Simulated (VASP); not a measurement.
# CuO: single point with PBEsol

The system is CuO.

```
Cu O
1.0
     2.87950    0.00000    0.00000
     0.03907    2.87928    0.00000
     0.01750    0.01724    5.17634
Cu O
2 2
Cartesian
  1.4485 0.0086 2.5882
  0.0195 1.4396 0.0000
  0.0479 2.8788 1.2947
  2.8881 0.0177 3.8817
```

```
Program             : VASP 6.6.1
Task                : single point
Functional          : PBEsol
Potentials or basis : VASP PAW PBE potentials, release 64 (Cu, O)
Cutoff              : 520 eV
k mesh              : 8 × 8 × 4, shifted
Occupations         : gaussian, width 0.1 eV
Spin                : no spin polarisation
```

* Pressure: -1.3 GPa
* Largest force: 0.012 eV/Å
* Band gap on the k mesh: zero (bands 17 and 18 overlap by 0.72 eV)

Forces on the atoms (eV/Å):
```
Cu   0.000  0.000  0.000
Cu   0.000  0.000  0.000
O   -0.004  0.005 -0.010
O    0.004 -0.005  0.010
```

Stress tensor (GPa, compression positive):
```
-0.12 -0.07 -0.01
-0.07 -0.17  0.00
-0.01  0.00 -3.50
```

Levels at points of the mesh, in eV from the Fermi level:
| k point | band 14 | band 15 | band 16 | band 17 | band 18 | band 19 | band 20 | band 21 |
| --- | --- | --- | --- | --- | --- | --- | --- | --- |
| (0.06, 0.06, 0.12) | -2.30 | -2.27 | -2.03 | 0.48 | 0.52 | 1.92 | 5.78 | 7.80 |

Run time: 100 s on 1 thread of Intel(R) Xeon(R) Platinum 8488C (Sapphire Rapids) (shared host), peak memory 0.24 GiB.

Caveat: the PAW data sets were made with another functional, which shifts forces and pressure a little; semilocal functionals often make such compounds metallic where correlation or magnetic order opens a gap, which also shifts bond lengths. With open d or f shells a metallic result of PBEsol can be an artefact of self-interaction; +U or a hybrid may open a gap.
